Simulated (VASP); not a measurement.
A run of VASP 6.6.1 is set up as follows.

INCAR

```
SYSTEM = SiC
PREC = Accurate
ENCUT = 520
EDIFF = 1E-6
ISMEAR = 0
SIGMA = 0.05
LREAL = .FALSE.
LASPH = .TRUE.
NELM = 60
ALGO = Normal
ISIF = 2
LWAVE = .FALSE.
LCHARG = .FALSE.
GGA = PE
NBANDS = 26
```

File KPOINTS:

```
Automatic mesh
0
G
  12 12 4
  0 0 0
```

File POSCAR:

```
SiC
1.0
    3.0219000000      0.0000000000      0.0000000000
   -1.5109500000      2.6170421677      0.0000000000
    0.0000000000      0.0000000000      9.5889000000
Si C
4 4
Direct
    0.6666666667      0.3333333333      0.9378436843
    0.3333333333      0.6666666667      0.4378436843
    0.0000000000      0.0000000000      0.6878989045
    0.0000000000      0.0000000000      0.1878989045
    0.6666666667      0.3333333333      0.7498087506
    0.3333333333      0.6666666667      0.2498087506
    0.0000000000      0.0000000000      0.5004476606
    0.0000000000      0.0000000000      0.0004476606
```

Potentials or basis: VASP PAW PBE potentials, release 64 (Si, C).

Command:

```console
$ cat potpaw_PBE.64/Si/POTCAR potpaw_PBE.64/C/POTCAR > POTCAR
$ mpirun -np 1 vasp_std > vasp.out
```

Q: Estimate the largest force.

A: 0.600 eV/Å.

Q: Estimate the band gap on the k mesh.

A: 2.20 eV, indirect (least direct gap 3.37 eV).

Q: Estimate the pressure.

A: 26.7 GPa.

Forces on the atoms (eV/Å):
```
Si   0.000  0.000  0.484
Si   0.000  0.000  0.484
Si   0.000  0.000  0.600
Si   0.000  0.000  0.600
C    0.000  0.000 -0.550
C    0.000  0.000 -0.550
C    0.000  0.000 -0.534
C    0.000  0.000 -0.534
```

A k mesh can miss the band edges. A hybrid or GW would open this gap; PBE tends to underestimate it.
